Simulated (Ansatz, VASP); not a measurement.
Two plane-wave programs on Co

Contents of INCAR:

```
SYSTEM = Co
ALGO = Normal
EDIFF = 1E-7
ENCUT = 520
GGA = PE
ISIF = 2
ISMEAR = -1
LASPH = .True.
LCHARG = .True.
LELF = .True.
LREAL = .False.
LVHAR = .True.
LWAVE = .False.
NBANDS = 16
NELM = 80
PREC = Accurate
SIGMA = 0.08
```

KPOINTS

```
k-points
0
Gamma
  15 15 8
  0 0 0
```

Contents of POSCAR:

```
Co
1.0
    2.5361491194      0.0000000000      0.0000000000
   -1.2680745597      2.1963695652      0.0000000000
    0.0000000000      0.0000000000      4.1429820789
Co
2
Direct
    0.6666666667      0.3333333333      0.2598610000
    0.3333333333      0.6666666667      0.7401390000
```

Input for Ansatz:

```yaml
crystal:
  lattice:
    - [2.5361491194, 0.0, 0.0]
    - [-1.2680745597, 2.1963695652, 0.0]
    - [0.0, 0.0, 4.1429820789]
  atoms:
    - { symbol: Co, position: [0.6666666667, 0.3333333333, 0.259861] }
    - { symbol: Co, position: [0.3333333333, 0.6666666667, 0.740139] }
kpoints:
  mp_grid: { grid: [15, 15, 8] }
scf:
  occupations: { method: fermi_dirac, width: 0.08 }
  lower_state_search: "off"
hamiltonian:
  xc: pbe
  pseudopotentials: { kind: paw }
output:
  forces: true
  stress: true
  eigenvalues: true
```

Change from the starting cell: volume scaled by 1.06, no spin polarisation, PAW files.

Alike in both runs: task single point; functional PBE; k mesh 15 × 15 × 8; occupations fermi-dirac, width 0.08 eV; no spin polarisation.

```csv
,VASP,Ansatz
version,VASP 6.6.1,Ansatz 0.2.0
potentials or method,"VASP PAW PBE potentials, release 64 (Co)","PAW with Ansatz's default frozen-core files, scalar-relativistic"
plane-wave cutoff (eV),520,420
valence electrons in the cell,18,34
```

Ansatz gave:

* pressure (GPa): -20.5
* traceless stress, the component that is largest in VASP (GPa): -1.70
* rms of the force components (eV/Å): 0.244

Problem. What did VASP give for the same quantities?

Solution. Pressure (GPa): -20.6; traceless stress, the component that is largest in VASP (GPa): -1.71; rms of the force components (eV/Å): 0.235.

Atom by atom the forces differ by 0.009 eV/Å (rms over components). VASP's potentials hold 18 valence electrons a cell and Ansatz's 34, so a difference there can come from the potentials and not from the codes.
